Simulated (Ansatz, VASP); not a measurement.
## Ca in VASP and in Ansatz

The input INCAR:

```
SYSTEM = Ca
ALGO = Fast ; EDIFF = 1E-7
ENCUT = 520 ; GGA = PS
ISIF = 2 ; ISMEAR = 0
LASPH = .True. ; LCHARG = .False.
LREAL = .False. ; LWAVE = .False.
NBANDS = 17 ; NELM = 80
PREC = Accurate ; SIGMA = 0.1
```

KPOINTS

```
k-points
0
Gamma
  12 12 8
  0 0 0
```

POSCAR

```
Ca
1.0
    3.8524073137      0.0000000000      0.0000000000
   -1.9262036569      3.3362825994      0.0000000000
    0.0000000000      0.0000000000      6.1507577250
Ca
2
Direct
    0.6666666667      0.3333333333      0.7500000000
    0.3333333333      0.6666666667      0.2500000000
```

Input for Ansatz:

```yaml
crystal:
  lattice:
    - [3.8524073137, 0.0, 0.0]
    - [-1.9262036569, 3.3362825994, 0.0]
    - [0.0, 0.0, 6.150757725]
  atoms:
    - { symbol: Ca, position: [0.6666666667, 0.3333333333, 0.75] }
    - { symbol: Ca, position: [0.3333333333, 0.6666666667, 0.25] }
basis:
  ecutwfc: 420
kpoints:
  mp_grid: { grid: [12, 12, 8] }
hamiltonian:
  xc: pbesol
scf:
  occupations: { method: gaussian, width: 0.1 }
output:
  forces: true
  stress: true
  eigenvalues: true
```

Change from the starting cell: strain along c alone, the other axes held, atoms relaxed: -3.0 %.

Alike in both runs: task single point; functional PBEsol; k mesh 12 × 12 × 8; occupations gaussian, width 0.1 eV; no spin polarisation.

```csv
,VASP,Ansatz
version,VASP 6.6.1,Ansatz 0.2.0
potentials or method,"VASP PAW PBE potentials, release 64 (Ca_sv), cutoff 520 eV","scalar-relativistic, plane waves, PAW"
valence electrons in the cell,20,20
```

|  | VASP | Ansatz | Ansatz less VASP |
| --- | --- | --- | --- |
| gap on the k mesh at the Fermi level (eV) | none | none | - |
| pressure (GPa) | 0.6 | 0.6 | -0.01 |
| traceless stress, the component that is largest in VASP (GPa) | 0.77 | 0.77 | -0.002 |

VASP's potentials were made for PBE, not for PBEsol. A gap of «none» marks a metal or a gap that the smearing closes. With one functional, cell and mesh, what is left measures potentials, basis and numerics.
